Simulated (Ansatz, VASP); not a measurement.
Given: the input of a run of VASP 6.6.1 on As.

File INCAR:

```
ALGO = Normal
EDIFF = 1E-6
ENCUT = 520
ISIF = 2
ISMEAR = -1
LASPH = T
LCHARG = T
LELF = T
LREAL = F
LVHAR = T
LWAVE = F
NBANDS = 8
NELM = 60
PREC = Accurate
SIGMA = 0.05
```

The input KPOINTS:

```
k-points
0
Gamma
  10 10 10
```

File POSCAR:

```
As
1.0
    2.7392605843      0.0000000000      0.0000000000
    0.0000000000      2.7392605843      0.0000000000
    0.0000000000      0.0000000000      2.7392605843
As
1
Direct
    0.5000000000      0.5000000000      0.5000000000
```

Potentials or basis: VASP PAW LDA potentials, release 64 (As).

The run is started by

```sh
$ cat potpaw_LDA.64/As/POTCAR > POTCAR
$ mpirun -np 1 vasp_std > vasp.out
```

Task: Set up the same calculation for Ansatz 0.2.0. Potentials there: Ansatz PAW.

Result: As run (the cutoff follows the program's own potentials):

The input input.yaml:

```yaml
crystal:
  lattice:
    - [2.7392605843, 0.0, 0.0]
    - [0.0, 2.7392605843, 0.0]
    - [0.0, 0.0, 2.7392605843]
  atoms:
    - { symbol: As, position: [0.5, 0.5, 0.5] }
hamiltonian:
  xc: lda
  pseudopotentials: { kind: paw }
kpoints:
  mp_grid: { grid: [10, 10, 10] }
scf:
  occupations: { method: fermi_dirac, width: 0.05 }
output:
  forces: true
  stress: true
  eigenvalues: true
```

Potentials or basis: Ansatz PAW.

The run is started by

```console
$ ansatz run input.yaml --threads 2 --pin off --max-ram 5632MiB --backend cpu --events-out ev --progress --plain --runs-dir out
```

Both were run:

|  | VASP | Ansatz | Ansatz less VASP |
| --- | --- | --- | --- |
| gap on the k mesh at the Fermi level (eV) | none | none | - |
| pressure (GPa) | -5.9 | -6.1 | -0.23 |

LDA's correlation is that of Perdew and Zunger in VASP and of Perdew and Wang (1992) in Ansatz. A gap of «none» marks a metal or a gap that the smearing closes. VASP's potentials hold 5 valence electrons a cell and Ansatz's 15, so a difference there can come from the potentials and not from the codes.
